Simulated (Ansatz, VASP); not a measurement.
**Al in VASP and in Ansatz**

```
CELL_PARAMETERS angstrom
0.00000 1.86206 1.86206
1.86206 0.00000 1.86206
1.86206 1.86206 0.00000
ATOMIC_POSITIONS crystal
Al 0.00000 0.00000 0.00000
```

Change from the starting cell: strain -0.080 along x and y, -0.080 along z, atoms carried along.

Alike in both runs: task single point; functional r2SCAN; k mesh 20 × 20 × 20; occupations gaussian, width 0.15 eV; no spin polarisation.

|  | VASP | Ansatz |
| --- | --- | --- |
| version | VASP 6.6.1 | Ansatz 0.2.0 |
| potentials or method | VASP PAW PBE potentials, release 64 (Al), cutoff 520 eV | scalar-relativistic, plane waves, PAW |
| valence electrons in the cell | 3 | 3 |

|  | VASP | Ansatz | Ansatz less VASP |
| --- | --- | --- | --- |
| gap on the k mesh at the Fermi level (eV) | none | none | - |
| pressure (GPa) | 29.8 | 30.4 | +0.53 |

VASP's potentials were made for PBE, not for r2SCAN. A gap of «none» marks a metal or a gap that the smearing closes. Both programs put the cell under a high pressure, so it lies far from rest at this level. The functional is the same, so the differences come from potentials, cutoffs and numerics.
